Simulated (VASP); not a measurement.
# Ge (I4/mmm) in VASP: further runs, part 2 of 2

VASP 6.6.1. Earlier steps stand in the parts before.

## (4) Single point, PBE

INCAR

```
  PREC = Accurate
  ENCUT = 520
  EDIFF = 1E-6
  ISMEAR = 0
  SIGMA = 0.017
  LREAL = F
  LASPH = T
  NELM = 60
  ALGO = Normal
  ISIF = 2
  LWAVE = F
  LCHARG = F
  GGA = PE
  NBANDS = 13
```

KPOINTS

```
regular mesh
0
Gamma
  12 12 12
```

POSCAR

```
Ge
1.0
   -1.6084200000      1.6084200000      1.8731800000
    1.6084200000     -1.6084200000      1.8731800000
    1.6084200000      1.6084200000     -1.8731800000
Ge
1
Direct
    0.5000000000      0.5000000000      0.0000000000
```

Potentials or basis: VASP PAW PBE potentials, release 64 (Ge_d).

The run is started by

```sh
$ cat potpaw_PBE.64/Ge_d/POTCAR > POTCAR
$ mpirun -np 1 vasp_std > vasp.out
```

OUTCAR:

```text
PREC = Accurate
   ENCUT = 520
   EDIFF = 1E-6
   ISMEAR = 0
   LREAL = F
   LASPH = T
   NELM = 60
   ISIF = 2
   GGA = PE

 ion  position               nearest neighbor table
   1  0.500  0.500  0.000-

  LATTYP: Found a body centered tetragonal cell.
 ALAT       =     3.2168400000
 C/A-ratio  =     1.1646087465

  Lattice vectors:

 A1 = (  -1.6084200000,   1.6084200000,   1.8731800000)
 A2 = (   1.6084200000,  -1.6084200000,   1.8731800000)
 A3 = (   1.6084200000,   1.6084200000,  -1.8731800000)

[... 554 lines left out ...]
      5     -18.1219      2.00000
      6      -2.9433      2.00000
      7       5.0642      2.00000
      8       9.3256      0.00000
      9      12.0696      0.00000
     10      17.0857      0.00000
     11      19.9427      0.00000
     12      22.9235      0.00000
     13      24.6329      0.00000

 [... further k-points ...]
[... 5 lines left out ...]
  --------------------------------------------------------------------------------------
  -------------------------------------------------------------------------------------
  Total        0.0519755      0.0519755      0.1690914      0.0000000      0.0000000      0.0000000
  in kB        4.2960610      4.2960610     13.9763470      0.0000000      0.0000000      0.0000000
  external PRESSURE =       7.5228230 kB  Pullay stress =       0.0000000 kB

 VOLUME and BASIS-vectors are now :
 -----------------------------------------------------------------------------
  energy-cutoff  :      520.00
  volume of cell :       19.38
      direct lattice vectors                 reciprocal lattice vectors
    -1.608420000  1.608420000  1.873180000     0.000000000  0.310864078  0.266925763
     1.608420000 -1.608420000  1.873180000     0.310864078  0.000000000  0.266925763
     1.608420000  1.608420000 -1.873180000     0.310864078  0.310864078  0.000000000

 POSITION                                       TOTAL-FORCE (eV/Angst)
 -----------------------------------------------------------------------------------
      0.00000      0.00000      1.87318        -0.000000     -0.000000      0.000000
 -----------------------------------------------------------------------------------
    total drift:                               -0.000000      0.000000      0.000000

  FREE ENERGIE OF THE ION-ELECTRON SYSTEM (eV)
  ---------------------------------------------------
  free  energy   TOTEN  =        -4.1835138136 eV

  energy  without entropy=       -4.1834659108  energy(sigma->0) =       -4.18348986
```

OSZICAR:

```text
N       E                     dE             d eps       ncg     rms          rms(c)
DAV:   1     0.638979436457E+02    0.63898E+02   -0.71501E+03  4588   0.295E+03
DAV:   2     0.147399049273E+01   -0.62424E+02   -0.59354E+02  4518   0.405E+02
DAV:   3    -0.411395112910E+01   -0.55879E+01   -0.55534E+01  4863   0.716E+01
DAV:   4    -0.419412097411E+01   -0.80170E-01   -0.80159E-01  4958   0.929E+00
DAV:   5    -0.419493345483E+01   -0.81248E-03   -0.81248E-03  4938   0.103E+00    0.105E+00
DAV:   6    -0.418697378575E+01    0.79597E-02   -0.57298E-03  5408   0.158E+00    0.586E-01
DAV:   7    -0.418362776132E+01    0.33460E-02   -0.39194E-03  5313   0.100E+00    0.560E-02
DAV:   8    -0.418350735111E+01    0.12041E-03   -0.34418E-04  5163   0.421E-01    0.223E-02
DAV:   9    -0.418351346199E+01   -0.61109E-05   -0.46915E-06  4908   0.209E-02    0.347E-03
DAV:  10    -0.418351381356E+01   -0.35157E-06   -0.65048E-08  3249   0.349E-03
   1 F= -.41835138E+01 E0= -.41834899E+01  d E =-.479028E-04
```

stdout:

```text
POSCAR found type information on POSCAR Ge
 POSCAR found :  1 types and       1 ions
 scaLAPACK will be used
 LDA part: xc-table for (Slater+PW92), standard interpolation
 POSCAR, INCAR and KPOINTS ok, starting setup
 FFT: planning ... GRIDC
 FFT: planning ... GRID_SOFT
 FFT: planning ... GRID
 WAVECAR not read
 entering main loop
```

Run time: 14 s. Hardware: 1 thread of AMD EPYC 9R45 (Zen 5), shared host; peak memory 0.13 GiB.

What came out:

| Property | Result |
| --- | --- |
| Free energy | -4.1835 eV |
| Pressure | 0.8 GPa |
| Band gap on the k mesh | zero (band 7 reaches 15.11 eV, above the bottom of band 8 at 3.80 eV) |

Stress tensor (GPa, compression positive):
```
0.43 0.00 0.00
0.00 0.43 0.00
0.00 0.00 1.40
```

Levels at points of the mesh, in eV from the Fermi level:
```tsv
k point	band 3	band 4	band 5	band 6	band 7	band 8	band 9	band 10	band 11	band 12
(0.00, 0.00, 0.00)	-24.80	-24.77	-24.73	-13.04	8.51	8.81	8.81	13.83	13.83	15.21
(0.50, 0.00, 0.00)	-24.76	-24.73	-24.70	-7.81	-5.40	5.04	7.27	10.25	10.66	15.69
(0.50, 0.50, 0.00)	-24.74	-24.72	-24.69	-6.74	-4.86	3.09	4.57	7.68	7.83	22.46
(0.50, 0.50, 0.50)	-24.72	-24.70	-24.70	-3.62	-2.49	0.69	0.69	4.42	5.21	26.42
```

## (5) Single point, PBE

INCAR

```
SYSTEM = Ge
ALGO = Normal
EDIFF = 1E-7
ENCUT = 520
GGA = PE
ISIF = 2
ISMEAR = 0
LASPH = .TRUE.
LCHARG = .FALSE.
LREAL = .FALSE.
LWAVE = .FALSE.
NBANDS = 13
NELM = 80
PREC = Accurate
SIGMA = 0.018000000000000002
```

KPOINTS

```
k-points
0
G
  12 12 12
  0 0 0
```

POSCAR is that of step 4.

Potentials or basis: VASP PAW PBE potentials, release 64 (Ge_d).

The run is started by

```sh
$ cat potpaw_PBE.64/Ge_d/POTCAR > POTCAR
$ mpirun -np 1 vasp_std > vasp.out
```

OUTCAR:

```text
SYSTEM = Ge
   EDIFF = 1E-7
   ENCUT = 520
   GGA = PE
   ISIF = 2
   ISMEAR = 0
   LASPH = .TRUE.
   LREAL = .FALSE.
   NELM = 80
   PREC = Accurate

 ion  position               nearest neighbor table
   1  0.500  0.500  0.000-

  LATTYP: Found a body centered tetragonal cell.
 ALAT       =     3.2168400000
 C/A-ratio  =     1.1646087465

  Lattice vectors:

 A1 = (  -1.6084200000,   1.6084200000,   1.8731800000)
 A2 = (   1.6084200000,  -1.6084200000,   1.8731800000)
 A3 = (   1.6084200000,   1.6084200000,  -1.8731800000)

Analysis of symmetry for initial positions (statically):
=====================================================================
 Subroutine PRICEL returns:
 Original cell was already a primitive cell.

 Routine SETGRP: Setting up the symmetry group for a
 body centered tetragonal supercell.

 Subroutine GETGRP returns: Found 16 space group operations
 (whereof 16 operations were pure point group operations)
 out of a pool of 16 trial point group operations.

The static configuration has the point symmetry D_4h.

Analysis of symmetry for dynamics (positions and initial velocities):
=====================================================================
 Subroutine PRICEL returns:
 Original cell was already a primitive cell.

 Routine SETGRP: Setting up the symmetry group for a
 body centered tetragonal supercell.

 Subroutine GETGRP returns: Found 16 space group operations
 (whereof 16 operations were pure point group operations)
 out of a pool of 16 trial point group operations.

The dynamic configuration has the point symmetry D_4h.

 Subroutine INISYM returns: Found 16 space group operations
 (whereof 16 operations are pure point group operations),
 and found     1 'primitive' translations

----------------------------------------------------------------------------------------

                                     Primitive cell

  volume of cell :      19.3838

  direct lattice vectors                    reciprocal lattice vectors
    -1.608420000  1.608420000  1.873180000     0.000000000  0.310864078  0.266925763
     1.608420000 -1.608420000  1.873180000     0.310864078  0.000000000  0.266925763
     1.608420000  1.608420000 -1.873180000     0.310864078  0.310864078  0.000000000

  length of vectors
     2.946664743  2.946664743  2.946664743     0.409738743  0.409738743  0.439628195

  position of ions in fractional coordinates (direct lattice)
     0.500000000  0.500000000  0.000000000

  ion indices of the primitive-cell ions
   primitive index   ion index
                 1           1

----------------------------------------------------------------------------------------

 KPOINTS: k-points

Automatic generation of k-mesh.
 Grid dimensions read from file:
 generate k-points for:   12   12   12

 Generating k-lattice:

  Cartesian coordinates                     Fractional coordinates (reciprocal lattice)
     0.000000000  0.025905340  0.022243814     0.083333333  0.000000000  0.000000000
     0.025905340  0.000000000  0.022243814     0.000000000  0.083333333  0.000000000
     0.025905340  0.025905340  0.000000000     0.000000000  0.000000000  0.083333333

  Length of vectors
     0.034144895  0.034144895  0.036635683

  Shift w.r.t. Gamma in fractional coordinates (k-lattice)
     0.000000000  0.000000000  0.000000000

 Subroutine IBZKPT returns following result:
 ===========================================

 Found    163 irreducible k-points:

 Following reciprocal coordinates:
            Coordinates               Weight
  0.000000  0.000000  0.000000      1.000000
  0.083333  0.000000 -0.000000      8.000000
  0.166667  0.000000  0.000000      8.000000
  0.250000 -0.000000  0.000000      8.000000
  0.333333 -0.000000  0.000000      8.000000
  0.416667 -0.000000  0.000000      8.000000
[... 16 lines left out ...]
  0.500000  0.166667  0.000000     16.000000
 -0.416667  0.166667 -0.000000     16.000000
 [... further k-points ...]
   k-points           NKPTS =    163   k-points in BZ     NKDIM =    163   number of bands    NBANDS=     13
   number of dos      NEDOS =    301   number of ions     NIONS =      1
   total plane-waves  NPLWV =  13824
   dimension x,y,z NGX =    24 NGY =   24 NGZ =   24
   dimension x,y,z NGXF=    48 NGYF=   48 NGZF=   48
   ions per type =               1
   NGX,Y,Z   is equivalent  to a cutoff of  13.54, 13.54, 13.54 a.u.
   NGXF,Y,Z  is equivalent  to a cutoff of  27.08, 27.08, 27.08 a.u.
 SYSTEM =  Ge
   PREC   = accura    normal or accurate (medium, high low for compatibility)
   ISTART =      0    job   : 0-new  1-cont  2-samecut
   ICHARG =      2    charge: 1-file 2-atom 10-const
   ISPIN  =      1    spin polarized calculation?
   LNONCOLLINEAR =      F non collinear calculations
   LSORBIT =      F    spin-orbit coupling
   LASPH  =      T    aspherical Exc in radial PAW
   ENCUT  =  520.0 eV  38.22 Ry    6.18 a.u.   5.48  5.48  5.48*2*pi/ulx,y,z
   NELM   =     80;   NELMIN=  2; NELMDL= -5     # of ELM steps
   EDIFF  = 0.1E-06   stopping-criterion for ELM
   LREAL  =      F    real-space projection
   EDIFFG = 0.1E-05   stopping-criterion for IOM
   NSW    =      0    number of steps for IOM
   IBRION =     -1    ionic relax: 0-MD 1-quasi-New 2-CG
   NFREE  =      0    steps in history (QN), initial steepest desc. (CG)
   ISIF   =      2    stress and relaxation
   ISYM   =      2    0-nonsym 1-usesym 2-fastsym
   POTIM  = 0.5000    time-step for ionic-motion
   TEBEG  =    0.0;   TEEND  =   0.0 temperature during run
   PSTRESS=    0.0 pullay stress
   NELECT =      14.0000    total number of electrons
   NUPDOWN=      -1.0000    fix difference up-down
   EMIN   =  10.00;   EMAX   =-10.00  energy-range for DOS
   EFERMI =   0.00;   METHOD = LEGACY
   ISMEAR =     0;   SIGMA  =   0.02  broadening in eV -4-tet -1-fermi 0-gaus
   EFERMI_NEDOS =   21; number of points for ismear=-14 and -15
   IALGO  =     38    algorithm
   IMIX   =      4    mixing-type and parameters
     AMIX     =   0.40;   BMIX     =  1.00
     AMIX_MAG =   1.60;   BMIX_MAG =  1.00
  volume/ion in A,a.u.               =      19.38       130.81
  Fermi-wavevector in a.u.,A,eV,Ry     =   1.468829  2.775685 29.354024  2.157460
  Thomas-Fermi vector in A             =   2.584280
   LORBIT       =      0    0 simple, 1 ext, 2 COOP (PROOUT), +10 PAW based schemes
   GGA     = PE    functional components
   LHFCALC =     F    Hartree Fock is set to
   AEXX    =    0.0000 exact exchange contribution
   IVDW    =     0    specifies the selected vdW correction
   LEPSILON=     F    determine dielectric tensor
   LRPA    =     F    only Hartree local field effects (RPA)
 non-spin polarized calculation
 Gauss-broadening in eV      SIGMA  =   0.02
  energy-cutoff  :      520.00
  volume of cell :       19.38
 maximum number of plane-waves:       536
 NGX is ok and might be reduce to    24
   NGX = 11   NGY = 11   NGZ = 11

 number of electron      13.9999999 magnetization

 Free energy of the ion-electron system (eV)
  ---------------------------------------------------
  ext. energy  EPLUGINS =         0.00000000
  ---------------------------------------------------
  free energy    TOTEN  =        -4.18351649 eV

  energy without entropy =       -4.18346399  energy(sigma->0) =       -4.18349024

 E-fermi :   6.5983     XC(G=0): -11.1611

 val. band max:        6.5940896623   @ k =  -0.3333   0.3333   0.1667
 cond. band min:       6.6236507364   @ k =   0.3333   0.3333   0.1667
 fundamental gap:      0.0295610741
 Fermi energy:         6.5982958141

 k-point     1 :       0.0000    0.0000    0.0000
  band No.  band energies     occupation
      1     -18.2206      2.00000
      2     -18.2206      2.00000
      3     -18.2021      2.00000
      4     -18.1686      2.00000
      5     -18.1313      2.00000
      6      -6.4372      2.00000
      7      15.1098      0.00000
      8      15.4111      0.00000
      9      15.4111      0.00000
     10      20.4283      0.00000
     11      20.4283      0.00000
     12      21.8064      0.00000
     13      22.0379      0.00000
[... 353 lines left out ...]
 k-point    24 :      -0.4167    0.1667   -0.0000
  band No.  band energies     occupation
      1     -18.2279      2.00000
      2     -18.2003      2.00000
      3     -18.1618      2.00000
      4     -18.1457      2.00000
      5     -18.1221      2.00000
      6      -2.9433      2.00000
      7       5.0642      2.00000
      8       9.3256      0.00000
      9      12.0695      0.00000
     10      17.0857      0.00000
     11      19.9426      0.00000
     12      22.9235      0.00000
     13      24.6328      0.00000

 [... further k-points ...]
[... 5 lines left out ...]
  --------------------------------------------------------------------------------------
  -------------------------------------------------------------------------------------
  Total        0.0678744      0.0678744      0.1847152      0.0000000      0.0000000      0.0000000
  in kB        5.6101964      5.6101964     15.2677443      0.0000000      0.0000000      0.0000000
  external PRESSURE =       8.8293790 kB  Pullay stress =       0.0000000 kB

 VOLUME and BASIS-vectors are now :
 -----------------------------------------------------------------------------
  energy-cutoff  :      520.00
  volume of cell :       19.38
      direct lattice vectors                 reciprocal lattice vectors
    -1.608420000  1.608420000  1.873180000     0.000000000  0.310864078  0.266925763
     1.608420000 -1.608420000  1.873180000     0.310864078  0.000000000  0.266925763
     1.608420000  1.608420000 -1.873180000     0.310864078  0.310864078  0.000000000

 POSITION                                       TOTAL-FORCE (eV/Angst)
 -----------------------------------------------------------------------------------
      0.00000      0.00000      1.87318         0.000000      0.000000      0.000000
 -----------------------------------------------------------------------------------
    total drift:                               -0.000000      0.000000      0.000000

  FREE ENERGIE OF THE ION-ELECTRON SYSTEM (eV)
  ---------------------------------------------------
  free  energy   TOTEN  =        -4.1835164869 eV

  energy  without entropy=       -4.1834639877  energy(sigma->0) =       -4.18349024
```

OSZICAR:

```text
N       E                     dE             d eps       ncg     rms          rms(c)
DAV:   1     0.638979424111E+02    0.63898E+02   -0.71501E+03  4588   0.295E+03
DAV:   2     0.147398238368E+01   -0.62424E+02   -0.59354E+02  4518   0.405E+02
DAV:   3    -0.411395539911E+01   -0.55879E+01   -0.55534E+01  4863   0.716E+01
DAV:   4    -0.419412533011E+01   -0.80170E-01   -0.80159E-01  4958   0.929E+00
DAV:   5    -0.419493781114E+01   -0.81248E-03   -0.81248E-03  4938   0.103E+00    0.105E+00
DAV:   6    -0.418697757932E+01    0.79602E-02   -0.57299E-03  5408   0.158E+00    0.586E-01
DAV:   7    -0.418363061713E+01    0.33470E-02   -0.39226E-03  5313   0.100E+00    0.559E-02
DAV:   8    -0.418351020735E+01    0.12041E-03   -0.34474E-04  5163   0.422E-01    0.222E-02
DAV:   9    -0.418351632577E+01   -0.61184E-05   -0.47314E-06  4908   0.209E-02    0.357E-03
DAV:  10    -0.418351667433E+01   -0.34856E-06   -0.67338E-08  3825   0.367E-03    0.267E-04
DAV:  11    -0.418351648554E+01    0.18879E-06   -0.53156E-08  2914   0.533E-03    0.128E-04
DAV:  12    -0.418351648695E+01   -0.14061E-08   -0.48952E-09  2534   0.159E-03
   1 F= -.41835165E+01 E0= -.41834902E+01  d E =-.524993E-04
```

stdout:

```text
POSCAR found type information on POSCAR Ge
 POSCAR found :  1 types and       1 ions
 scaLAPACK will be used
 LDA part: xc-table for (Slater+PW92), standard interpolation
 POSCAR, INCAR and KPOINTS ok, starting setup
 FFT: planning ... GRIDC
 FFT: planning ... GRID_SOFT
 FFT: planning ... GRID
 WAVECAR not read
 entering main loop
```

Wall time 17 s (1 thread of AMD EPYC 9R45 (Zen 5), shared host); peak memory 0.13 GiB.

What came out:

| Item | Value |
| --- | --- |
| Free energy | -4.1835 eV |
| Pressure | 0.9 GPa |
| Band gap on the k mesh | zero (band 7 reaches 15.11 eV, above the bottom of band 8 at 3.80 eV) |

## (6) The runs side by side

```csv
smearing,gap on the mesh (eV),pressure (GPa)
gaussian 0.015 eV,none,0.8
gaussian 0.016 eV,none,0.9
gaussian 0.017 eV,none,0.8
gaussian 0.018 eV,none,0.9
```

Alike in all rows: task single point; level PBE; potentials or basis VASP PAW PBE potentials, release 64 (Ge_d); no spin polarisation; cell as given; k mesh 12 × 12 × 12; cutoff (eV) 520.

Every run on the cell as given and a fine mesh finds a metal.

Total energies depend on the potentials used, so only differences within one code and one set of settings carry meaning.
